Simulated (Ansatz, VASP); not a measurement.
# Ir: VASP beside Ansatz

INCAR

```
PREC = Accurate ; ENCUT = 520
EDIFF = 1E-6 ; ISMEAR = 0
SIGMA = 0.15 ; LREAL = F
LASPH = T ; NELM = 60
ALGO = Normal ; ISIF = 2
LWAVE = F ; LCHARG = T
GGA = PE ; LELF = T
LVHAR = T ; NBANDS = 16
```

File KPOINTS:

```
regular mesh
0
Gamma
  18 18 12
```

Contents of POSCAR:

```
Ir
1.0
    2.8614330104      0.0000000000      0.0000000000
   -1.4307165052      2.4780736782      0.0000000000
    0.0000000000      0.0000000000      4.1053068000
Ir
2
Direct
    0.6666666667      0.3333333333      0.7500000000
    0.3333333333      0.6666666667      0.2500000000
```

Input for Ansatz:

```yaml
crystal:
  lattice:
    - [2.8614330104, 0.0, 0.0]
    - [-1.4307165052, 2.4780736782, 0.0]
    - [0.0, 0.0, 4.1053068]
  atoms:
    - { symbol: Ir, position: [0.6666666667, 0.3333333333, 0.75] }
    - { symbol: Ir, position: [0.3333333333, 0.6666666667, 0.25] }
basis:
  ecutwfc: 420
kpoints:
  mp_grid: { grid: [18, 18, 12] }
hamiltonian:
  xc: pbe
scf:
  occupations: { method: gaussian, width: 0.15 }
output:
  forces: true
  stress: true
  eigenvalues: true
```

Change from the starting cell: strain +0.040 along x and y, -0.080 along z, atoms carried along.

Alike in both runs: task single point; functional PBE; k mesh 18 × 18 × 12; occupations gaussian, width 0.15 eV; no spin polarisation.

```csv
,VASP,Ansatz
version,VASP 6.6.1,Ansatz 0.2.0
potentials or method,"VASP PAW PBE potentials, release 64 (Ir), cutoff 520 eV","scalar-relativistic, plane waves, PAW"
valence electrons in the cell,18,34
```

```tsv
	VASP	Ansatz	Ansatz less VASP
gap on the k mesh at the Fermi level (eV)	none	none	-
pressure (GPa)	7.2	6.6	-0.54
traceless stress, the component that is largest in VASP (GPa)	23.03	23.06	+0.032
```

A gap of «none» marks a metal or a gap that the smearing closes. With one functional, cell and mesh, what is left measures potentials, basis and numerics. VASP's potentials hold 18 valence electrons a cell and Ansatz's 34, so a difference there can come from the potentials and not from the codes.

Spin-orbit coupling is off throughout.
